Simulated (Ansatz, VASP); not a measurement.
BN in VASP and in Ansatz

The input INCAR:

```
SYSTEM = BN
  PREC = Accurate
  ENCUT = 520
  EDIFF = 1E-7
  ISMEAR = 0
  SIGMA = 0.02
  LREAL = .FALSE.
  LASPH = .TRUE.
  NELM = 120
  ALGO = Normal
  ISIF = 2
  LWAVE = .FALSE.
  LCHARG = .FALSE.
  GGA = CA
  IBRION = 2
  NSW = 60
  EDIFFG = -0.002
  GGA_COMPAT = .FALSE.
  NELMIN = 4
```

Contents of KPOINTS:

```
regular mesh
0
G
  9 9 9
  0 0 0
```

POSCAR

```
BN
1.0
    0.0209197678      1.7839756734      1.7839756734
    1.7839756734      0.0209197678      1.7839756734
    1.7839756734      1.7839756734      0.0209197678
B N
1 1
Direct
    0.0002179651      0.0002179651      0.0002179651
    0.2497820349      0.2497820349      0.2497820349
```

Input for Ansatz:

```yaml
crystal:
  lattice:
    - [0.0209197678, 1.7839756734, 1.7839756734]
    - [1.7839756734, 0.0209197678, 1.7839756734]
    - [1.7839756734, 1.7839756734, 0.0209197678]
  atoms:
    - { symbol: B, position: [0.0002179651, 0.0002179651, 0.0002179651] }
    - { symbol: "N", position: [0.2497820349, 0.2497820349, 0.2497820349] }
basis:
  ecutwfc: 420
kpoints:
  mp_grid: { grid: [9, 9, 9] }
hamiltonian:
  xc: lda
  pseudopotentials: { kind: paw, azcp: { folder: soft_1 } }
scf:
  occupations: { method: gaussian, width: 0.02 }
output:
  forces: true
  stress: true
  eigenvalues: true
relax:
  adjacent_minimum: "off"
  f_tol: 0.002
  max_steps: 40
```

Change from the starting cell: strained cell.

Alike in both runs: task relaxation of the atoms; functional LDA; k mesh 9 × 9 × 9; occupations gaussian, width 0.02 eV; no spin polarisation.

|  | VASP | Ansatz |
| --- | --- | --- |
| version | VASP 6.6.1 | Ansatz 0.2.0 |
| potentials or method | VASP PAW LDA potentials, release 64 (B, N), cutoff 520 eV | scalar-relativistic, plane waves, PAW |
| valence electrons in the cell | 8 | 8 |

|  | VASP | Ansatz | Ansatz less VASP |
| --- | --- | --- | --- |
| gap on the k mesh at the Fermi level, each at its own relaxed structure (eV) | 4.52 | 4.53 | +0.012 |

Ansatz warns that its potentials were made for another functional, while VASP's fit it. LDA's correlation is that of Perdew and Zunger in VASP and of Perdew and Wang (1992) in Ansatz. Ansatz's warnings: stress scf threshold loose.
